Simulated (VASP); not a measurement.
SrCl2:

```xyz
3
Lattice="0.0000 3.5343 3.5343 3.5343 0.0000 3.5343 3.5343 3.5343 0.0000" Properties=species:S:1:pos:R:3 pbc="T T T"
Sr    0.0000    0.0000    0.0000
Cl    5.3014    5.3014    5.3014
Cl    1.7671    1.7671    1.7671
```

Base run:

* Program: VASP 6.6.1
* Functional: LDA
* Potentials or basis: VASP PAW LDA potentials, release 64 (Sr_sv, Cl)
* Cutoff: 520 eV
* k mesh: 7 × 7 × 7
* Occupations: fermi-dirac, width 0.05 eV
* Spin: no spin polarisation

Its results: band gap on the k mesh 4.78 eV (least direct gap 5.07 eV); pressure -3.8 GPa.

Task: The run is repeated on the same cell with these changes: functional from LDA to PBEsol; potentials or basis from VASP PAW LDA potentials, release 64 (Sr_sv, Cl) to VASP PAW PBE potentials, release 64 (Sr_sv, Cl). What comes out?

Result: Band gap on the k mesh 5.03 eV (least direct gap 5.32 eV); pressure -2.1 GPa.

Caveats: an odd mesh through Γ misses points on the zone boundary, where band edges can lie; the cell stands under tension (at least some runs); the PAW data sets were made with another functional, which shifts forces and pressure a little (at least some runs).
